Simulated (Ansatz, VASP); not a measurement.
# One calculation of KBr, two programs

The input INCAR:

```
  PREC = Accurate
  ENCUT = 520
  EDIFF = 1E-7
  ISMEAR = 0
  SIGMA = 0.01
  LREAL = False
  LASPH = True
  NELM = 100
  ALGO = Normal
  ISIF = 2
  LWAVE = False
  LCHARG = False
  IBRION = 2
  NSW = 50
  EDIFFG = -0.002
```

The input KPOINTS:

```
Automatic mesh
0
Gamma
  6 6 6
```

File POSCAR:

```
KBr
1.0
    0.0159377666      3.1955221956      3.1955221956
    3.1955221956      0.0159377666      3.1955221956
    3.1955221956      3.1955221956      0.0159377666
K Br
1 1
Direct
    0.0000000000      0.0000000000      0.0000000000
    0.5000000000      0.5000000000      0.5000000000
```

Input for Ansatz:

```yaml
crystal:
  lattice:
    - [0.01593776656, 3.1955221956, 3.1955221956]
    - [3.1955221956, 0.01593776656, 3.1955221956]
    - [3.1955221956, 3.1955221956, 0.01593776656]
  atoms:
    - { symbol: K, position: [0.0, 0.0, 0.0] }
    - { symbol: Br, position: [0.5, 0.5, 0.5] }
kpoints:
  mp_grid: { grid: [6, 6, 6] }
scf:
  occupations: { method: fixed }
  convergence: { dr2_threshold: 1.0e-10 }
hamiltonian:
  xc: lda
  pseudopotentials: { kind: all_electron, lapw: { basis_error: 0.0005 } }
output:
  forces: true
  stress: true
  eigenstates:
    kpoints:
      - [0.0, 0.0, 0.0]
      - [-0.5, 0.0, -0.5]
      - [0.0, -0.5, -0.5]
      - [-0.5, -0.5, 0.0]
      - [-0.5, 0.0, 0.0]
      - [0.0, -0.5, 0.0]
      - [0.0, 0.0, -0.5]
      - [-0.5, -0.5, -0.5]
relax:
  f_tol: 0.002
  max_steps: 30
```

Change from the starting cell: equal xy, yz and zx engineering shears of +0.5 %.

Alike in both runs: task relaxation of the atoms; functional LDA; k mesh 6 × 6 × 6; no spin polarisation.

|  | VASP | Ansatz |
| --- | --- | --- |
| version | VASP 6.6.1 | Ansatz 0.2.0 |
| potentials or method | VASP PAW LDA potentials, release 64 (K_sv, Br), cutoff 520 eV | all-electron LAPW, scalar-relativistic |
| occupations | gaussian, width 0.01 eV | fixed |

|  | VASP | Ansatz | Ansatz less VASP |
| --- | --- | --- | --- |
| gap on the k mesh at the Fermi level, each at its own relaxed structure (eV) | 4.32 | 4.31 | -0.008 |

LDA's correlation is that of Perdew and Zunger in VASP and of Perdew and Wang (1992) in Ansatz. Ansatz ran all-electron here, and VASP with PAW potentials.

Noted on VASP's run: the relaxation stopped at its first step, so nothing moved.
